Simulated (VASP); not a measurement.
# Sb: single point with LDA

Crystal: Sb.

```
Sb
1.0
     0.00000    2.48980    2.25268
     2.48980    0.00000    2.25268
     2.48980    2.48980    0.00000
Sb
1
Direct
  0.00000 0.00000 0.00000
```

This cell differs from its parent crystal: strain +0.050 along x and y, -0.050 along z.

```yaml
Program: VASP 6.6.1
Task: single point
Functional: LDA
Potentials_or_basis: VASP PAW LDA potentials, release 64 (Sb)
Cutoff: 520 eV
k_mesh: 18 × 18 × 18
Occupations: gaussian, width 0.15 eV
Spin: no spin polarisation
```

The pressure is -4.9 GPa.

Stress tensor (GPa, compression positive):
```
-3.88  0.00  0.00
 0.00 -3.88  0.00
 0.00  0.00 -6.81
```

Levels at points of the mesh, in eV from the Fermi level:
```tsv
k point	band 1	band 2	band 3	band 4	band 5	band 6
(0.00, 0.00, 0.00)	-12.64	4.92	5.02	5.02	9.56	9.56
(0.50, 0.00, 0.00)	-9.11	-5.53	2.72	3.96	7.48	8.21
(0.50, 0.50, 0.00)	-6.89	-4.12	-0.40	-0.40	3.46	4.15
(0.50, 0.00, 0.50)	-8.00	-4.92	0.47	1.18	4.62	5.06
```

Run time: 2.9 min on 1 thread of AMD EPYC 7R13 (shared host), peak memory 0.2 GiB.

Caveat: the cell differs from its parent crystal (strain +0.050 along x and y, -0.050 along z); spin-orbit coupling is left out, which moves the levels of the heavy elements.
